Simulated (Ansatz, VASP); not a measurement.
# One calculation of KNb3O, two programs

File INCAR:

```
SYSTEM = KNb3O
  PREC = Accurate
  ENCUT = 520
  EDIFF = 1E-6
  ISMEAR = 0
  SIGMA = 0.1
  LREAL = .False.
  LASPH = .True.
  NELM = 150
  ALGO = Normal
  ISIF = 2
  LWAVE = .False.
  LCHARG = .False.
  ISPIN = 2
  MAGMOM = 0 0 0 0 0
  LORBIT = 11
  LMAXMIX = 4
  GGA = PE
  NBANDS = 39
```

KPOINTS

```
regular mesh
0
Gamma
  4 4 4
  0 0 0
```

Contents of POSCAR:

```
KNb3O
1.0
    4.3193475300      0.0000000000      0.0000000000
    0.0000000000      4.3193475300      0.0000000000
    0.0000000000      0.0000000000      4.3193475300
K Nb O
1 3 1
Direct
    0.0000000000      0.0000000000      0.0000000000
    0.5000000000      0.5000000000      0.0000000000
    0.5000000000      0.0000000000      0.5000000000
    0.0000000000      0.5000000000      0.5000000000
    0.5000000000      0.5000000000      0.5000000000
```

Input for Ansatz:

```yaml
crystal:
  lattice:
    - [4.31934753, 0.0, 0.0]
    - [0.0, 4.31934753, 0.0]
    - [0.0, 0.0, 4.31934753]
  atoms:
    - { symbol: K, position: [0.0, 0.0, 0.0] }
    - { symbol: Nb, position: [0.5, 0.5, 0.0] }
    - { symbol: Nb, position: [0.5, 0.0, 0.5] }
    - { symbol: Nb, position: [0.0, 0.5, 0.5] }
    - { symbol: O, position: [0.5, 0.5, 0.5] }
basis:
  ecutwfc: 420
kpoints:
  mp_grid: { grid: [4, 4, 4] }
hamiltonian:
  xc: pbe
scf:
  occupations: { method: gaussian, width: 0.1 }
  lower_state_search: "off"
output:
  forces: true
  stress: true
  eigenvalues: true
  populations: true
magnetization:
  spin_polarized: true
```

Change from the starting cell: species swapped into the InNi3N type (Pm-3m, No. 221).

Alike in both runs: task single point; functional PBE; k mesh 4 × 4 × 4; occupations gaussian, width 0.1 eV; collinear spin.

|  | VASP | Ansatz |
| --- | --- | --- |
| version | VASP 6.6.1 | Ansatz 0.2.0 |
| potentials or method | VASP PAW PBE potentials, release 64 (K_sv, Nb_sv, O), cutoff 520 eV | scalar-relativistic, plane waves, PAW |
| valence electrons in the cell | 54 | 54 |

```tsv
	VASP	Ansatz	Ansatz less VASP
gap on the k mesh at the Fermi level (eV)	none	none	-
pressure (GPa)	10.6	10.6	-0.01
net moment per atom (μB)	0.00	0.00	0.000
```

A gap of «none» marks a metal or a gap that the smearing closes. Ansatz's warnings: no starting moments, stability check not made.

The k mesh is coarse, so the values compare programs but aren't converged.
